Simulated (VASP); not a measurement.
A run of VASP 6.6.1:

INCAR

```
ALGO     = Normal         # electronic algorithm
EDIFF    = 1E-6           # SCF threshold, eV
ENCUT    = 520            # plane-wave cutoff, eV
GGA      = CA             # functional
ISIF     = 2              # what is computed and relaxed
ISMEAR   = -1             # smearing method
LASPH    = T              # aspherical terms in the spheres
LCHARG   = T              # write CHGCAR
LELF     = T              # ELF
LREAL    = F              # projectors in reciprocal space
LVHAR    = T            
LWAVE    = F              # write WAVECAR
NBANDS   = 11             # bands
NELM     = 60             # most SCF steps
PREC     = Accurate       # precision mode
SIGMA    = 0.08           # smearing width, eV
```

File KPOINTS:

```
k-points
0
Gamma
  20 20 20
```

File POSCAR:

```
C
1.0
    0.0000000000      1.5827151784      1.5827151784
    1.5827151784      0.0000000000      1.5827151784
    1.5827151784      1.5827151784      0.0000000000
C
2
Direct
   -0.1250000000     -0.1250000000     -0.1250000000
    0.1250000000      0.1250000000      0.1250000000
```

Potentials or basis: VASP PAW LDA potentials, release 64 (C).

Launch:

```bash
$ cat potpaw_LDA.64/C/POTCAR > POTCAR
$ mpirun -np 1 vasp_std > vasp.out
```

Hardware: 1 thread of Intel Xeon 6975P-C, with other jobs on the host.

Task: How long does it take, and how much memory?

Result: Wall time 11 s on 1 thread of Intel Xeon 6975P-C, on a shared host, peak memory 0.12 GiB. Counts: scf iterations 10, k points 256.
